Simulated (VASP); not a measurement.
# Si (I4_1/amd) in VASP: notebook

Runs on Si. Level: r2SCAN. Tasks: single point.

All numbers are computed with VASP 6.6.1; they aren't measurements. Logs are shortened: lines on timing, memory, paths and dates and some standing lists are left out, and cuts for length are marked.

### Step 1. The cell of the first run

The structure is tetragonal, space group I4_1/amd (No. 141). Conventional cell: a = 4.672 Å, b = 4.672 Å, c = 2.659 Å, α = 90.00°, β = 90.00°, γ = 90.00°. Within 3.2 Å of Si (site symmetry -4m2) lie 10 Si at 2.43 to 3.07 Å.

### Step 2. Single point, r2SCAN (strain -0.015 along x and y, +0.000 along z)

File POSCAR:

```
Si
1.0
   -2.3358017199      2.3358017199      1.3292653899
    2.3358017199     -2.3358017199      1.3292653899
    2.3358017199      2.3358017199     -1.3292653899
Si
2
Direct
    0.2500000000      0.7500000000      0.5000000000
    0.5000000000      0.5000000000      0.0000000000
```

File INCAR.step1:

```
PREC = Accurate
ENCUT = 520
ISMEAR = 0
SIGMA = 0.15
LREAL = F
LASPH = T
NELM = 60
NBANDS = 11
GGA = PE
ALGO = Normal
EDIFF = 1E-4
LWAVE = T
LCHARG = F
```

File INCAR.step2:

```
PREC = Accurate
ENCUT = 520
EDIFF = 1E-6
ISMEAR = 0
SIGMA = 0.15
LREAL = F
LASPH = T
NELM = 60
ALGO = Normal
ISIF = 2
LWAVE = F
LCHARG = F
METAGGA = R2SCAN
LMIXTAU = T
NBANDS = 11
ISTART = 1
```

File KPOINTS:

```
regular mesh
0
Gamma
  20 20 20
```

Potentials or basis: VASP PAW PBE potentials, release 64 (Si).

Command:

```sh
> cat potpaw_PBE.64/Si/POTCAR > POTCAR
> cp INCAR.step1 INCAR
> mpirun -np 1 vasp_std > vasp.out
> cp INCAR.step2 INCAR
> mpirun -np 1 vasp_std > vasp.out
```

OUTCAR:

```text
PREC = Accurate
   ENCUT = 520
   EDIFF = 1E-6
   ISMEAR = 0
   LREAL = F
   LASPH = T
   NELM = 60
   ISIF = 2
   METAGGA = R2SCAN
   ISTART = 1

 ion  position               nearest neighbor table
   1  0.250  0.750  0.500-   2 2.43   2 2.43   2 2.43   2 2.43   2 3.07   2 3.07   2 3.07   2 3.07

   2  0.500  0.500  0.000-   1 2.43   1 2.43   1 2.43   1 2.43   1 3.07   1 3.07   1 3.07   1 3.07

  LATTYP: Found a body centered tetragonal cell.
 ALAT       =     4.6716034398
 C/A-ratio  =     0.5690831454

  Lattice vectors:

 A1 = (  -2.3358017199,   2.3358017199,   1.3292653899)
 A2 = (   2.3358017199,  -2.3358017199,   1.3292653899)
 A3 = (   2.3358017199,   2.3358017199,  -1.3292653899)

Analysis of symmetry for initial positions (statically):
=====================================================================
 Subroutine PRICEL returns:
 Original cell was already a primitive cell.

 Routine SETGRP: Setting up the symmetry group for a
 body centered tetragonal supercell.

 Subroutine GETGRP returns: Found 16 space group operations
 (whereof  8 operations were pure point group operations)
 out of a pool of 16 trial point group operations.

The static configuration has the point symmetry D_2d.
 The point group associated with its full space group is D_4h.

Analysis of symmetry for dynamics (positions and initial velocities):
=====================================================================
 Subroutine PRICEL returns:
 Original cell was already a primitive cell.

 Routine SETGRP: Setting up the symmetry group for a
 body centered tetragonal supercell.

 Subroutine GETGRP returns: Found 16 space group operations
 (whereof  8 operations were pure point group operations)
 out of a pool of 16 trial point group operations.

The dynamic configuration has the point symmetry D_2d.
 The point group associated with its full space group is D_4h.

 Subroutine INISYM returns: Found 16 space group operations
 (whereof  8 operations are pure point group operations),
 and found     1 'primitive' translations

----------------------------------------------------------------------------------------

                                     Primitive cell

  volume of cell :      29.0097

  direct lattice vectors                    reciprocal lattice vectors
    -2.335801720  2.335801720  1.329265390     0.000000000  0.214059265  0.376147610
     2.335801720 -2.335801720  1.329265390     0.214059265  0.000000000  0.376147610
     2.335801720  2.335801720 -1.329265390     0.214059265  0.214059265  0.000000000

  length of vectors
     3.560742314  3.560742314  3.560742314     0.432791398  0.432791398  0.302725516

  position of ions in fractional coordinates (direct lattice)
     0.250000000  0.750000000  0.500000000
     0.500000000  0.500000000  0.000000000

  ion indices of the primitive-cell ions
   primitive index   ion index
                 1           1
                 2           2

----------------------------------------------------------------------------------------

 KPOINTS: regular mesh

Automatic generation of k-mesh.
 Grid dimensions read from file:
 generate k-points for:   20   20   20

 Generating k-lattice:

  Cartesian coordinates                     Fractional coordinates (reciprocal lattice)
     0.000000000  0.010702963  0.018807381     0.050000000  0.000000000 -0.000000000
     0.010702963  0.000000000  0.018807381     0.000000000  0.050000000 -0.000000000
     0.010702963  0.010702963  0.000000000     0.000000000  0.000000000  0.050000000

  Length of vectors
     0.021639570  0.021639570  0.015136276

  Shift w.r.t. Gamma in fractional coordinates (k-lattice)
     0.000000000  0.000000000  0.000000000

 Subroutine IBZKPT returns following result:
 ===========================================

 Found    641 irreducible k-points:

 Following reciprocal coordinates:
            Coordinates               Weight
  0.000000  0.000000  0.000000      1.000000
  0.050000  0.000000 -0.000000      8.000000
  0.100000  0.000000  0.000000      8.000000
  0.150000 -0.000000  0.000000      8.000000
  0.200000  0.000000  0.000000      8.000000
  0.250000 -0.000000  0.000000      8.000000
[... 16 lines left out ...]
 -0.400000  0.050000 -0.000000     16.000000
 -0.350000  0.050000 -0.000000     16.000000
 [... further k-points ...]
   k-points           NKPTS =    641   k-points in BZ     NKDIM =    641   number of bands    NBANDS=     11
   number of dos      NEDOS =    301   number of ions     NIONS =      2
   total plane-waves  NPLWV =  21952
   dimension x,y,z NGX =    28 NGY =   28 NGZ =   28
   dimension x,y,z NGXF=    56 NGYF=   56 NGZF=   56
   ions per type =               2
   NGX,Y,Z   is equivalent  to a cutoff of  13.07, 13.07, 13.07 a.u.
   NGXF,Y,Z  is equivalent  to a cutoff of  26.15, 26.15, 26.15 a.u.
 SYSTEM =  unknown system
   PREC   = accura    normal or accurate (medium, high low for compatibility)
   ISTART =      1    job   : 0-new  1-cont  2-samecut
   ICHARG =      0    charge: 1-file 2-atom 10-const
   ISPIN  =      1    spin polarized calculation?
   LNONCOLLINEAR =      F non collinear calculations
   LSORBIT =      F    spin-orbit coupling
   LASPH  =      T    aspherical Exc in radial PAW
   ENCUT  =  520.0 eV  38.22 Ry    6.18 a.u.   6.62  6.62  6.62*2*pi/ulx,y,z
   NELM   =     60;   NELMIN=  2; NELMDL=  0     # of ELM steps
   EDIFF  = 0.1E-05   stopping-criterion for ELM
   LREAL  =      F    real-space projection
[... 7 lines left out ...]
   TEBEG  =    0.0;   TEEND  =   0.0 temperature during run
   PSTRESS=    0.0 pullay stress
   NELECT =       8.0000    total number of electrons
   NUPDOWN=      -1.0000    fix difference up-down
   EMIN   =  10.00;   EMAX   =-10.00  energy-range for DOS
   EFERMI =   0.00;   METHOD = LEGACY
   ISMEAR =     0;   SIGMA  =   0.15  broadening in eV -4-tet -1-fermi 0-gaus
   EFERMI_NEDOS =   21; number of points for ismear=-14 and -15
   IALGO  =     38    algorithm
   IMIX   =      4    mixing-type and parameters
     AMIX     =   0.40;   BMIX     =  1.00
     AMIX_MAG =   1.60;   BMIX_MAG =  1.00
  volume/ion in A,a.u.               =      14.50        97.88
  Fermi-wavevector in a.u.,A,eV,Ry     =   1.065590  2.013674 15.449181  1.135483
  Thomas-Fermi vector in A             =   2.201147
   LORBIT       =      0    0 simple, 1 ext, 2 COOP (PROOUT), +10 PAW based schemes
   METAGGA = R2SCAN    functional components
   LHFCALC =     F    Hartree Fock is set to
   AEXX    =    0.0000 exact exchange contribution
   IVDW    =     0    specifies the selected vdW correction
   LEPSILON=     F    determine dielectric tensor
   LRPA    =     F    only Hartree local field effects (RPA)
 non-spin polarized calculation
 Gauss-broadening in eV      SIGMA  =   0.15
  energy-cutoff  :      520.00
  volume of cell :       29.01
 maximum number of plane-waves:       797
   NGX = 13   NGY = 13   NGZ = 13

 number of electron       8.0000001 magnetization

 Free energy of the ion-electron system (eV)
  ---------------------------------------------------
  ext. energy  EPLUGINS =         0.00000000
  ---------------------------------------------------
  free energy    TOTEN  =       -16.65104476 eV

  energy without entropy =      -16.64424907  energy(sigma->0) =      -16.64764691

 E-fermi :   9.8306     XC(G=0): -11.7143

 val. band max:        9.8268610014   @ k =   0.4500   0.3500   0.1000
 cond. band min:       9.8337130919   @ k =  -0.1500  -0.1500   0.1000
 fundamental gap:      0.0068520905
 Fermi energy:         9.8306119233

 k-point     1 :       0.0000    0.0000    0.0000
  band No.  band energies     occupation
      1      -5.1536      2.00000
      2       7.1541      2.00000
      3       7.1541      2.00000
      4       8.4885      2.00000
      5      11.5708      0.00000
      6      17.7211      0.00000
      7      19.5402      0.00000
      8      19.8556      0.00000
      9      19.8556      0.00000
     10      20.7410      0.00000
     11      21.5119      0.00000

 k-point     2 :       0.0500    0.0000   -0.0000
  band No.  band energies     occupation
      1      -5.0822      2.00000
      2       6.9523      2.00000
      3       7.1142      2.00000
      4       8.8073      2.00000
      5      11.7393      0.00000
      6      17.2825      0.00000
      7      18.4292      0.00000
      8      19.6541      0.00000
      9      19.6661      0.00000
     10      21.0067      0.00000
     11      21.7354      0.00000

 k-point     3 :       0.1000    0.0000    0.0000
  band No.  band energies     occupation
      1      -4.8681      2.00000
      2       6.6105      2.00000
      3       7.0199      2.00000
      4       9.4897      1.99869
      5      12.2153      0.00000
      6      16.1948      0.00000
      7      16.8117      0.00000
      8      18.9333      0.00000
      9      18.9991      0.00000
     10      20.1042      0.00000
     11      22.3080      0.00000

 k-point     4 :       0.1500   -0.0000    0.0000
  band No.  band energies     occupation
      1      -4.5119      2.00000
      2       6.3261      2.00000
      3       6.9233      2.00000
      4      10.2837      0.00002
      5      12.9282      0.00000
      6      14.6552      0.00000
      7      15.3269      0.00000
      8      17.7800      0.00000
      9      18.1329      0.00000
     10      19.2254      0.00000
     11      22.1694      0.00000

 k-point     5 :       0.2000    0.0000    0.0000
  band No.  band energies     occupation
      1      -4.0145      2.00000
      2       6.1455      2.00000
      3       6.8694      2.00000
      4      10.8287      0.00000
      5      13.1965      0.00000
      6      13.7524      0.00000
      7      14.0560      0.00000
      8      16.5921      0.00000
      9      17.3136      0.00000
     10      18.4632      0.00000
     11      22.4015      0.00000
[... 211 lines left out ...]
 k-point    21 :       0.5000    0.0500    0.0000
  band No.  band energies     occupation
      1       0.8131      2.00000
      2       3.0199      2.00000
      3       6.6299      2.00000
      4       7.6208      2.00000
      5       9.0310      2.00000
      6      11.3798      0.00000
      7      14.4980      0.00000
      8      16.3911      0.00000
      9      19.7739      0.00000
     10      22.1905      0.00000
     11      22.6109      0.00000

 k-point    22 :      -0.4500    0.0500    0.0000
  band No.  band energies     occupation
      1      -0.3525      2.00000
      2       4.4262      2.00000
      3       6.2230      2.00000
      4       7.4299      2.00000
      5       9.6668      1.87760
      6      12.0021      0.00000
      7      14.6704      0.00000
      8      16.3859      0.00000
      9      18.6359      0.00000
     10      20.8148      0.00000
     11      23.9280      0.00000

 k-point    23 :      -0.4000    0.0500   -0.0000
  band No.  band energies     occupation
      1      -1.4206      2.00000
      2       5.4343      2.00000
      3       6.4230      2.00000
      4       7.2298      2.00000
      5      10.5109      0.00000
      6      12.8219      0.00000
      7      14.9587      0.00000
      8      16.0340      0.00000
      9      17.8332      0.00000
     10      19.3014      0.00000
     11      23.8408      0.00000

 k-point    24 :      -0.3500    0.0500   -0.0000
  band No.  band energies     occupation
      1      -2.3622      2.00000
      2       5.4035      2.00000
      3       6.8975      2.00000
      4       8.0574      2.00000
      5      11.4856      0.00000
      6      13.7309      0.00000
      7      14.8933      0.00000
      8      15.5948      0.00000
      9      17.6325      0.00000
     10      18.1128      0.00000
     11      23.1499      0.00000

 [... further k-points ...]

------------------------ aborting loop because EDIFF is reached ----------------------------------------

  FORCE on cell =-STRESS in cart. coord.  units (eV):
  Direction    XX          YY          ZZ          XY          YZ          ZX
  --------------------------------------------------------------------------------------
  -------------------------------------------------------------------------------------
  Total        1.4486366      1.4486366      0.7012444      0.0000000     -0.0000000      0.0000000
  in kB       80.0067101     80.0067101     38.7290039      0.0000000     -0.0000000      0.0000000
  external PRESSURE =      66.2474747 kB  Pullay stress =       0.0000000 kB

 VOLUME and BASIS-vectors are now :
 -----------------------------------------------------------------------------
  energy-cutoff  :      520.00
  volume of cell :       29.01
      direct lattice vectors                 reciprocal lattice vectors
    -2.335801720  2.335801720  1.329265390     0.000000000  0.214059265  0.376147610
     2.335801720 -2.335801720  1.329265390     0.214059265  0.000000000  0.376147610
     2.335801720  2.335801720 -1.329265390     0.214059265  0.214059265  0.000000000

 POSITION                                       TOTAL-FORCE (eV/Angst)
 -----------------------------------------------------------------------------------
      2.33580      0.00000      0.66463         0.000000     -0.000000     -0.000000
      0.00000      0.00000      1.32927        -0.000000      0.000000      0.000000
 -----------------------------------------------------------------------------------
    total drift:                                0.000000      0.000000      0.000000

  FREE ENERGIE OF THE ION-ELECTRON SYSTEM (eV)
  ---------------------------------------------------
  free  energy   TOTEN  =       -16.6510447563 eV

  energy  without entropy=      -16.6442490670  energy(sigma->0) =      -16.64764691
```

Wall time 5.1 min (1 thread of Intel Xeon 6975P-C (Granite Rapids), shared host); peak memory 0.28 GiB.

Results:

- Free energy: -16.6510 eV
- Pressure: 6.6 GPa
- Band gap on the k mesh: zero (bands 4 and 5 overlap by 7.54 eV)

Stress tensor (GPa, compression positive):
```
8.00 0.00 0.00
0.00 8.00 0.00
0.00 0.00 3.87
```

Caveat: the cell differs from its parent crystal (strain -0.015 along x and y, +0.000 along z); the cell stands under pressure; the PAW data sets were made with another functional, which shifts forces and pressure a little.

### Step 3. Single point, r2SCAN (strain +0.000 along x and y, -0.015 along z)

File POSCAR:

```
Si
1.0
   -2.3713723045      2.3713723045      1.3093264091
    2.3713723045     -2.3713723045      1.3093264091
    2.3713723045      2.3713723045     -1.3093264091
Si
2
Direct
    0.2500000000      0.7500000000      0.5000000000
    0.5000000000      0.5000000000      0.0000000000
```

File INCAR.step1:

```
SYSTEM = Si
PREC = Accurate
ENCUT = 520
ISMEAR = 0
SIGMA = 0.15
LREAL = .False.
LASPH = .True.
NELM = 100
NBANDS = 11
GGA = PE
ALGO = Normal
EDIFF = 1E-4
LWAVE = .True.
LCHARG = .False.
```

File INCAR.step2:

```
SYSTEM = Si
PREC = Accurate
ENCUT = 520
EDIFF = 1E-6
ISMEAR = 0
SIGMA = 0.15
LREAL = .False.
LASPH = .True.
NELM = 100
ALGO = Normal
ISIF = 2
LWAVE = .False.
LCHARG = .False.
METAGGA = R2SCAN
LMIXTAU = .True.
NBANDS = 11
ISTART = 1
```

File KPOINTS:

```
Automatic mesh
0
Gamma
  20 20 20
  0 0 0
```

Potentials or basis: VASP PAW PBE potentials, release 64 (Si).

Command:

```sh
> cat potpaw_PBE.64/Si/POTCAR > POTCAR
> cp INCAR.step1 INCAR
> mpirun -np 1 vasp_std > vasp.out
> cp INCAR.step2 INCAR
> mpirun -np 1 vasp_std > vasp.out
```

Run time: 8.1 min. Hardware: 1 thread of Intel Xeon Platinum 8488C (Sapphire Rapids), shared host; peak memory 0.28 GiB.

The run converged. Its results:

```
Free energy            : -16.6733 eV
Pressure               : 4.0 GPa
Band gap on the k mesh : zero (bands 4 and 5 overlap by 7.11 eV)
```

Stress tensor (GPa, compression positive):
```
4.09 0.00 0.00
0.00 4.09 0.00
0.00 0.00 3.96
```

Levels at points of the mesh, in eV from the Fermi level:
```tsv
k point	band 2	band 3	band 4	band 5	band 6	band 7
(0.00, 0.00, 0.00)	-2.81	-2.81	-1.87	1.73	8.05	9.72
(0.50, 0.00, 0.00)	-7.34	-2.38	-1.92	-1.46	1.18	4.99
(0.50, 0.50, 0.00)	-11.48	0.25	0.25	2.90	2.90	9.21
(0.50, 0.50, 0.50)	-8.86	-7.37	-7.37	6.28	6.28	14.31
```

Caveat: the cell differs from its parent crystal (strain +0.000 along x and y, -0.015 along z); the cell stands under pressure; the PAW data sets were made with another functional, which shifts forces and pressure a little.

[end of part 1 of 2]
